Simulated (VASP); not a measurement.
K2ScTlF6: single point with LDA

K2ScTlF6:

```
CELL_PARAMETERS angstrom
0.00000 4.67364 4.67364
4.67364 0.00000 4.67364
4.67364 4.67364 0.00000
ATOMIC_POSITIONS crystal
K 0.75000 0.75000 0.75000
K 0.25000 0.25000 0.25000
Sc 0.00000 0.00000 0.00000
Tl 0.50000 0.50000 0.50000
F 0.78260 0.21740 0.21740
F 0.21740 0.21740 0.78260
F 0.21740 0.78260 0.78260
F 0.21740 0.78260 0.21740
F 0.78260 0.21740 0.78260
F 0.78260 0.78260 0.21740
```

```
Program                : VASP 6.6.1
Task                   : single point
Functional             : LDA
Potentials or basis    : VASP PAW LDA potentials, release 64 (K_sv, Sc_sv, Tl_d, F)
Cutoff                 : 520 eV
k mesh                 : 6 × 6 × 6
Occupations            : gaussian, width 0.05 eV
Spin                   : no spin polarisation
Dipole correction      : no
Charge                 : -0.25
Further INCAR settings : ALGO = Normal; EDIFF = 1e-06; NBANDS = 53; NELECT = 84.25
```

```
Largest force : 0.324 eV/Å
```

Forces in eV/Å, atoms in the order of the input:
```
K    0.000  0.000  0.000
K    0.000  0.000  0.000
Sc   0.000  0.000  0.000
Tl   0.000  0.000  0.000
F   -0.324  0.000  0.000
F    0.000  0.000 -0.324
F    0.324  0.000  0.000
F    0.000 -0.324  0.000
F    0.000  0.324  0.000
F    0.000  0.000  0.324
```

Levels at points of the mesh, in eV from the Fermi level:
| k point | band 39 | band 40 | band 41 | band 42 | band 43 | band 44 | band 45 | band 46 |
| --- | --- | --- | --- | --- | --- | --- | --- | --- |
| (0.00, 0.00, 0.00) | -6.29 | -6.29 | -6.29 | -5.15 | 0.35 | 0.82 | 0.82 | 0.82 |
| (0.50, 0.00, 0.00) | -6.42 | -6.42 | -6.36 | -4.48 | -0.09 | 0.69 | 0.69 | 0.94 |
| (0.50, 0.50, 0.00) | -6.45 | -6.45 | -6.30 | -5.07 | 0.29 | 0.85 | 0.90 | 0.90 |

It took 2.3 min on 1 thread of AMD EPYC 9R45 96-Core Processor (Zen 5) (shared host), peak memory 0.35 GiB.

Caveat: the cell carries a net charge on a neutralising background, which shifts energy and pressure; the cell is charged against a uniform background, so pressure and absolute levels hang on convention; spin-orbit coupling is left out, which moves the levels of the heavy elements.
